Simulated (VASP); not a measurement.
# Ta: single point with LDA

The system is Ta.

```
CELL_PARAMETERS angstrom
-1.62767 1.62767 1.62767
1.62767 -1.62767 1.62767
1.62767 1.62767 -1.62767
ATOMIC_POSITIONS crystal
Ta 0.00000 0.00000 0.00000
```

```
Program             : VASP 6.6.1
Task                : single point
Functional          : LDA
Potentials or basis : VASP PAW LDA potentials, release 64 (Ta_pv)
Cutoff              : 520 eV
k mesh              : 14 × 14 × 14
Occupations         : methfessel-paxton, width 0.01 eV
Spin                : no spin polarisation
```

```json
{
  "Pressure": "0.9 GPa"
}
```

Levels at points of the mesh, in eV from the Fermi level:
| k point | band 3 | band 4 | band 5 | band 6 | band 7 | band 8 |
| --- | --- | --- | --- | --- | --- | --- |
| (0.00, 0.00, 0.00) | -32.71 | -7.97 | 0.69 | 0.69 | 0.69 | 4.11 |
| (0.50, 0.00, 0.00) | -32.72 | -4.54 | -1.69 | 1.98 | 4.02 | 5.08 |
| (0.50, 0.50, 0.50) | -33.66 | -4.06 | -4.06 | 7.17 | 7.17 | 7.17 |

It took 11 s on 1 thread of Intel Xeon 6975P-C, with other jobs on the host, peak memory 0.14 GiB.

Caveat: spin-orbit coupling is left out, which moves the levels of the heavy elements.
